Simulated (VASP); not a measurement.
# AlN (Fm-3m) in VASP: a series of runs

AlN is run at these levels: PBEsol; tasks: single point.

The COD entry that gives the cell may itself be a prediction, so a difference from it is no test against experiment.

Everything below comes from runs of VASP 6.6.1. Logs are shortened: lines on timing, memory, paths and dates and some standing lists are left out, and cuts for length are marked.

## (1) The cell of the first run

The structure is cubic, space group Fm-3m (No. 225). Conventional cell: a = 3.830 Å, b = 3.830 Å, c = 3.830 Å, α = 90.00°, β = 90.00°, γ = 90.00°. Al (site symmetry m-3m) has 6 N at 1.92 Å within 2.5 Å. Within 2.5 Å of N (site symmetry m-3m) lie 6 Al at 1.92 Å.

## (2) Single point, PBEsol

Contents of INCAR:

```
SYSTEM = AlN
PREC     = Accurate       ! precision mode
ENCUT    = 600            ! plane-wave cutoff, eV
EDIFF    = 1E-6           ! SCF threshold, eV
ISMEAR   = 0              ! smearing method
SIGMA    = 0.01           ! smearing width, eV
LREAL    = .False.        ! projectors in reciprocal space
LASPH    = .True.         ! aspherical terms in the spheres
NELM     = 120            ! most SCF steps
ALGO     = Normal         ! electronic algorithm
ISIF     = 2              ! what is computed and relaxed
LWAVE    = .False.        ! write WAVECAR
LCHARG   = .False.        ! write CHGCAR
GGA      = PS             ! functional
NBANDS   = 11             ! bands
GGA_COMPAT= .False.
```

Contents of KPOINTS:

```
Automatic mesh
0
Gamma
  7 7 7
  0 0 0
```

Contents of POSCAR:

```
AlN
1.0
    0.0000000000      1.9150273988      1.9150273988
    1.9150273988      0.0000000000      1.9150273988
    1.9150273988      1.9150273988      0.0000000000
Al N
1 1
Direct
    0.0000000000      0.0000000000      0.0000000000
    0.5000000000      0.5000000000      0.5000000000
```

Potentials or basis: VASP PAW PBE potentials, release 64 (Al, N).

On the command line:

```
> cat potpaw_PBE.64/Al/POTCAR potpaw_PBE.64/N/POTCAR > POTCAR
> mpirun -np 1 vasp_std > vasp.out
```

OUTCAR:

```text
SYSTEM = AlN
   PREC = Accurate
   ENCUT = 600
   EDIFF = 1E-6
   ISMEAR = 0
   LREAL = .False.
   LASPH = .True.
   NELM = 120
   ISIF = 2
   GGA = PS

 ion  position               nearest neighbor table
   1  0.000  0.000  0.000-   2 1.92   2 1.92   2 1.92   2 1.92   2 1.92   2 1.92
   2  0.500  0.500  0.500-   1 1.92   1 1.92   1 1.92   1 1.92   1 1.92   1 1.92

  LATTYP: Found a face centered cubic cell.
 ALAT       =     3.8300547976

  Lattice vectors:

 A1 = (   0.0000000000,   1.9150273988,   1.9150273988)
 A2 = (   1.9150273988,   0.0000000000,   1.9150273988)
 A3 = (   1.9150273988,   1.9150273988,   0.0000000000)

Analysis of symmetry for initial positions (statically):
=====================================================================
 Subroutine PRICEL returns:
 Original cell was already a primitive cell.

 Routine SETGRP: Setting up the symmetry group for a
 face centered cubic supercell.

 Subroutine GETGRP returns: Found 48 space group operations
 (whereof 48 operations were pure point group operations)
 out of a pool of 48 trial point group operations.

The static configuration has the point symmetry O_h .

Analysis of symmetry for dynamics (positions and initial velocities):
=====================================================================
 Subroutine PRICEL returns:
 Original cell was already a primitive cell.

 Routine SETGRP: Setting up the symmetry group for a
 face centered cubic supercell.

 Subroutine GETGRP returns: Found 48 space group operations
 (whereof 48 operations were pure point group operations)
 out of a pool of 48 trial point group operations.

The dynamic configuration has the point symmetry O_h .

 Subroutine INISYM returns: Found 48 space group operations
 (whereof 48 operations are pure point group operations),
 and found     1 'primitive' translations

----------------------------------------------------------------------------------------

                                     Primitive cell

  volume of cell :      14.0461

  direct lattice vectors                    reciprocal lattice vectors
     0.000000000  1.915027399  1.915027399    -0.261092870  0.261092870  0.261092870
     1.915027399  0.000000000  1.915027399     0.261092870 -0.261092870  0.261092870
     1.915027399  1.915027399  0.000000000     0.261092870  0.261092870 -0.261092870

  length of vectors
     2.708257720  2.708257720  2.708257720     0.452226117  0.452226117  0.452226117

  position of ions in fractional coordinates (direct lattice)
     0.000000000  0.000000000  0.000000000
     0.500000000  0.500000000  0.500000000

  ion indices of the primitive-cell ions
   primitive index   ion index
                 1           1
                 2           2

----------------------------------------------------------------------------------------

 KPOINTS: Automatic mesh

Automatic generation of k-mesh.
 Grid dimensions read from file:
 generate k-points for:    7    7    7

 Generating k-lattice:

  Cartesian coordinates                     Fractional coordinates (reciprocal lattice)
    -0.037298981  0.037298981  0.037298981     0.142857143  0.000000000  0.000000000
     0.037298981 -0.037298981  0.037298981     0.000000000  0.142857143  0.000000000
     0.037298981  0.037298981 -0.037298981     0.000000000  0.000000000  0.142857143

  Length of vectors
     0.064603731  0.064603731  0.064603731

  Shift w.r.t. Gamma in fractional coordinates (k-lattice)
     0.000000000  0.000000000  0.000000000

 Subroutine IBZKPT returns following result:
 ===========================================

 Found     20 irreducible k-points:

 Following reciprocal coordinates:
            Coordinates               Weight
  0.000000  0.000000  0.000000      1.000000
  0.142857  0.000000  0.000000      8.000000
  0.285714  0.000000  0.000000      8.000000
  0.428571  0.000000  0.000000      8.000000
  0.142857  0.142857  0.000000      6.000000
  0.285714  0.142857  0.000000     24.000000
[... 12 lines left out ...]
 -0.428571  0.428571  0.142857     24.000000
 -0.285714  0.428571  0.142857     24.000000
   k-points           NKPTS =     20   k-points in BZ     NKDIM =     20   number of bands    NBANDS=     11
   number of dos      NEDOS =    301   number of ions     NIONS =      2
   total plane-waves  NPLWV =  13824
   dimension x,y,z NGX =    24 NGY =   24 NGZ =   24
   dimension x,y,z NGXF=    48 NGYF=   48 NGZF=   48
   ions per type =               1   1
   NGX,Y,Z   is equivalent  to a cutoff of  14.73, 14.73, 14.73 a.u.
   NGXF,Y,Z  is equivalent  to a cutoff of  29.46, 29.46, 29.46 a.u.
 SYSTEM =  AlN
   PREC   = accura    normal or accurate (medium, high low for compatibility)
   ISTART =      0    job   : 0-new  1-cont  2-samecut
   ICHARG =      2    charge: 1-file 2-atom 10-const
   ISPIN  =      1    spin polarized calculation?
   LNONCOLLINEAR =      F non collinear calculations
   LSORBIT =      F    spin-orbit coupling
   LASPH  =      T    aspherical Exc in radial PAW
   ENCUT  =  600.0 eV  44.10 Ry    6.64 a.u.   5.41  5.41  5.41*2*pi/ulx,y,z
   NELM   =    120;   NELMIN=  2; NELMDL= -5     # of ELM steps
   EDIFF  = 0.1E-05   stopping-criterion for ELM
   LREAL  =      F    real-space projection
   EDIFFG = 0.1E-04   stopping-criterion for IOM
   NSW    =      0    number of steps for IOM
   IBRION =     -1    ionic relax: 0-MD 1-quasi-New 2-CG
   NFREE  =      0    steps in history (QN), initial steepest desc. (CG)
   ISIF   =      2    stress and relaxation
   ISYM   =      2    0-nonsym 1-usesym 2-fastsym
   POTIM  = 0.5000    time-step for ionic-motion
   TEBEG  =    0.0;   TEEND  =   0.0 temperature during run
   PSTRESS=    0.0 pullay stress
   NELECT =       8.0000    total number of electrons
   NUPDOWN=      -1.0000    fix difference up-down
   EMIN   =  10.00;   EMAX   =-10.00  energy-range for DOS
   EFERMI =   0.00;   METHOD = LEGACY
   ISMEAR =     0;   SIGMA  =   0.01  broadening in eV -4-tet -1-fermi 0-gaus
   EFERMI_NEDOS =   21; number of points for ismear=-14 and -15
   IALGO  =     38    algorithm
   IMIX   =      4    mixing-type and parameters
     AMIX     =   0.40;   BMIX     =  1.00
     AMIX_MAG =   1.60;   BMIX_MAG =  1.00
  volume/ion in A,a.u.               =       7.02        47.39
  Fermi-wavevector in a.u.,A,eV,Ry     =   1.357021  2.564397 25.055203  1.841505
  Thomas-Fermi vector in A             =   2.483975
   LORBIT       =      0    0 simple, 1 ext, 2 COOP (PROOUT), +10 PAW based schemes
   GGA     = PS    functional components
   LHFCALC =     F    Hartree Fock is set to
   AEXX    =    0.0000 exact exchange contribution
   IVDW    =     0    specifies the selected vdW correction
   LEPSILON=     F    determine dielectric tensor
   LRPA    =     F    only Hartree local field effects (RPA)
 non-spin polarized calculation
 Gauss-broadening in eV      SIGMA  =   0.01
  energy-cutoff  :      600.00
  volume of cell :       14.05
 maximum number of plane-waves:       489
 NGX is ok and might be reduce to    24
   NGX = 11   NGY = 11   NGZ = 11

 number of electron       8.0000000 magnetization

 Free energy of the ion-electron system (eV)
  ---------------------------------------------------
  ext. energy  EPLUGINS =         0.00000000
  ---------------------------------------------------
  free energy    TOTEN  =       -15.04105414 eV

  energy without entropy =      -15.04105414  energy(sigma->0) =      -15.04105414

 E-fermi :  12.2425     XC(G=0): -13.2398

 val. band max:       12.1514275096   @ k =   0.0000   0.0000   0.0000
 cond. band min:      17.1429349609   @ k =   0.4286   0.4286   0.0000
 fundamental gap:      4.9915074513
 Fermi energy:        12.2425475492

 k-point     1 :       0.0000    0.0000    0.0000
  band No.  band energies     occupation
      1      -6.9791      2.00000
      2      12.1514      2.00000
      3      12.1514      2.00000
      4      12.1514      2.00000
      5      20.3587      0.00000
      6      24.6682      0.00000
      7      24.6682      0.00000
      8      24.6682      0.00000
      9      30.2138      0.00000
     10      31.0484      0.00000
     11      31.0484      0.00000

 k-point     2 :       0.1429    0.0000    0.0000
  band No.  band energies     occupation
      1      -6.4936      2.00000
      2      10.1704      2.00000
      3      11.8319      2.00000
      4      11.8319      2.00000
      5      21.0083      0.00000
      6      23.5992      0.00000
      7      25.3610      0.00000
      8      25.3610      0.00000
      9      29.3555      0.00000
     10      29.3555      0.00000
     11      32.5405      0.00000

 k-point     3 :       0.2857    0.0000    0.0000
  band No.  band energies     occupation
      1      -5.1229      2.00000
      2       6.4292      2.00000
      3      11.2089      2.00000
      4      11.2089      2.00000
      5      20.0571      0.00000
      6      25.3137      0.00000
      7      25.3137      0.00000
      8      25.4304      0.00000
      9      30.2844      0.00000
     10      30.2844      0.00000
     11      31.3811      0.00000

 k-point     4 :       0.4286    0.0000    0.0000
  band No.  band energies     occupation
      1      -3.3765      2.00000
      2       3.2401      2.00000
      3      10.7771      2.00000
      4      10.7771      2.00000
      5      19.3450      0.00000
      6      24.5331      0.00000
      7      24.5331      0.00000
      8      27.4579      0.00000
      9      30.3304      0.00000
     10      33.7110      0.00000
     11      33.7110      0.00000

 k-point     5 :       0.1429    0.1429    0.0000
  band No.  band energies     occupation
      1      -6.3341      2.00000
      2      10.4170      2.00000
      3      11.3096      2.00000
      4      11.3096      2.00000
      5      21.7411      0.00000
      6      21.7976      0.00000
      7      26.2975      0.00000
      8      26.2975      0.00000
      9      26.7725      0.00000
     10      31.7847      0.00000
     11      34.7433      0.00000
[... 155 lines left out ...]
 k-point    17 :       0.4286    0.2857    0.1429
  band No.  band energies     occupation
      1      -4.0138      2.00000
      2       6.2473      2.00000
      3       8.3963      2.00000
      4      10.2462      2.00000
      5      21.1388      0.00000
      6      22.6724      0.00000
      7      23.7312      0.00000
      8      28.0295      0.00000
      9      29.5110      0.00000
     10      34.2496      0.00000
     11      37.0757      0.00000

 k-point    18 :      -0.4286    0.2857    0.1429
  band No.  band energies     occupation
      1      -2.5180      2.00000
      2       4.3184      2.00000
      3       7.3361      2.00000
      4       9.5517      2.00000
      5      21.6870      0.00000
      6      22.2977      0.00000
      7      24.9053      0.00000
      8      27.3243      0.00000
      9      31.6400      0.00000
     10      33.8203      0.00000
     11      37.6281      0.00000

 k-point    19 :      -0.4286    0.4286    0.1429
  band No.  band energies     occupation
      1      -2.0236      2.00000
      2       4.5002      2.00000
      3       7.3354      2.00000
      4       8.4484      2.00000
      5      19.9704      0.00000
      6      20.5399      0.00000
      7      26.0839      0.00000
      8      28.9046      0.00000
      9      32.1153      0.00000
     10      36.3097      0.00000
     11      39.8132      0.00000

 k-point    20 :      -0.2857    0.4286    0.1429
  band No.  band energies     occupation
      1      -1.6848      2.00000
      2       5.0986      2.00000
      3       5.5051      2.00000
      4       8.5189      2.00000
      5      20.9054      0.00000
      6      23.3549      0.00000
      7      24.8452      0.00000
      8      27.0257      0.00000
      9      32.5232      0.00000
     10      34.1190      0.00000
     11      40.8915      0.00000

------------------------ aborting loop because EDIFF is reached ----------------------------------------

  FORCE on cell =-STRESS in cart. coord.  units (eV):
  Direction    XX          YY          ZZ          XY          YZ          ZX
  --------------------------------------------------------------------------------------
  -------------------------------------------------------------------------------------
  Total        5.2130620      5.2130620      5.2130620     -0.0000000      0.0000000     -0.0000000
  in kB      594.6323044    594.6323044    594.6323044     -0.0000000      0.0000000     -0.0000000
  external PRESSURE =     594.6323044 kB  Pullay stress =       0.0000000 kB

 VOLUME and BASIS-vectors are now :
 -----------------------------------------------------------------------------
  energy-cutoff  :      600.00
  volume of cell :       14.05
      direct lattice vectors                 reciprocal lattice vectors
     0.000000000  1.915027399  1.915027399    -0.261092870  0.261092870  0.261092870
     1.915027399  0.000000000  1.915027399     0.261092870 -0.261092870  0.261092870
     1.915027399  1.915027399  0.000000000     0.261092870  0.261092870 -0.261092870

 POSITION                                       TOTAL-FORCE (eV/Angst)
 -----------------------------------------------------------------------------------
      0.00000      0.00000      0.00000         0.000000      0.000000     -0.000000
      1.91503      1.91503      1.91503        -0.000000     -0.000000      0.000000
 -----------------------------------------------------------------------------------
    total drift:                               -0.000000     -0.000000      0.000000

  FREE ENERGIE OF THE ION-ELECTRON SYSTEM (eV)
  ---------------------------------------------------
  free  energy   TOTEN  =       -15.0410541380 eV

  energy  without entropy=      -15.0410541380  energy(sigma->0) =      -15.04105414
```

Wall time 2.3 s (1 thread of Intel Xeon Platinum 8481C at 2.70GHz (Sapphire Rapids), shared host); peak memory 0.13 GiB.

What came out:

* Free energy: -15.0411 eV
* Pressure: 59.5 GPa
* Band gap on the k mesh: 4.99 eV, indirect (least direct gap 8.14 eV)

Levels at points of the mesh, in eV from the valence-band top:
| k point | band 1 | band 2 | band 3 | band 4 | band 5 | band 6 | band 7 | band 8 | band 9 |
| --- | --- | --- | --- | --- | --- | --- | --- | --- | --- |
| (0.00, 0.00, 0.00) | -19.13 | 0.00 | 0.00 | 0.00 | 8.21 | 12.52 | 12.52 | 12.52 | 18.06 |

Caveat: the PAW data sets were made with another functional, which shifts forces and pressure a little. A k mesh can miss the band edges.

(Continued in part 2 of 2.)
